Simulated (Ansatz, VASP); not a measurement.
**Hg: VASP beside Ansatz**

INCAR

```
SYSTEM = Hg
ALGO     = Normal         ! electronic algorithm
EDIFF    = 1E-6           ! SCF threshold, eV
ENCUT    = 520            ! plane-wave cutoff, eV
GGA      = RP             ! functional
ISIF     = 2              ! what is computed and relaxed
ISMEAR   = -1             ! smearing method
LASPH    = .True.         ! aspherical terms in the spheres
LCHARG   = .False.        ! write CHGCAR
LREAL    = .False.        ! projectors in reciprocal space
LWAVE    = .False.        ! write WAVECAR
NBANDS   = 19             ! bands
NELM     = 60             ! most SCF steps
PREC     = Accurate       ! precision mode
SIGMA    = 0.1            ! smearing width, eV
```

File KPOINTS:

```
k-points
0
Gamma
  6 6 6
  0 0 0
```

The input POSCAR:

```
Hg
1.0
    0.0000000000      4.8965814161      4.8965814161
    4.8965814161      0.0000000000      4.8965814161
    4.8965814161      4.8965814161      0.0000000000
Hg
2
Direct
    0.1250000000      0.1250000000      0.1250000000
    0.8750000000      0.8750000000      0.8750000000
```

Input for Ansatz:

```yaml
crystal:
  lattice:
    - [0.0, 4.8965814161, 4.8965814161]
    - [4.8965814161, 0.0, 4.8965814161]
    - [4.8965814161, 4.8965814161, 0.0]
  atoms:
    - { symbol: Hg, position: [0.125, 0.125, 0.125] }
    - { symbol: Hg, position: [0.875, 0.875, 0.875] }
hamiltonian:
  xc: rpbe
  pseudopotentials:
    kind: paw
    azcp:
      Hg: "pseudopotentials/Hg.paw.azcp"
basis:
  ecutwfc: 420
  fft_grid_basis: typed
kpoints:
  mp_grid: { grid: [6, 6, 6], shift: [0, 0, 0] }
magnetization:
  spin_polarized: false
scf:
  occupations: { method: fermi_dirac, width: 0.1 }
  lower_state_search: "off"
output:
  stress: true
  write_density: true
  write_potential: true
  elf: true
  volumetric_format: npy
```

Alike in both runs: task single point; functional RPBE; k mesh 6 × 6 × 6; occupations fermi-dirac, width 0.1 eV; no spin polarisation.

|  | VASP | Ansatz |
| --- | --- | --- |
| version | VASP 6.6.1 | Ansatz 0.2.0 |
| potentials or method | VASP PAW PBE potentials, release 64 (Hg), cutoff 520 eV | plane waves (420 eV) with PAW, scalar-relativistic |
| valence electrons in the cell | 24 | 40 |

VASP gave:

```
pressure (GPa) : 0.0
```

Q: Estimate Ansatz's values.

A: Pressure (GPa): 0.1.

VASP's potentials were made for PBE, not for RPBE. VASP's potentials hold 24 valence electrons a cell and Ansatz's 40, so a difference there can come from the potentials and not from the codes. Ansatz's warnings: xc potential rough in thin density.

Neither program's run includes spin-orbit coupling.
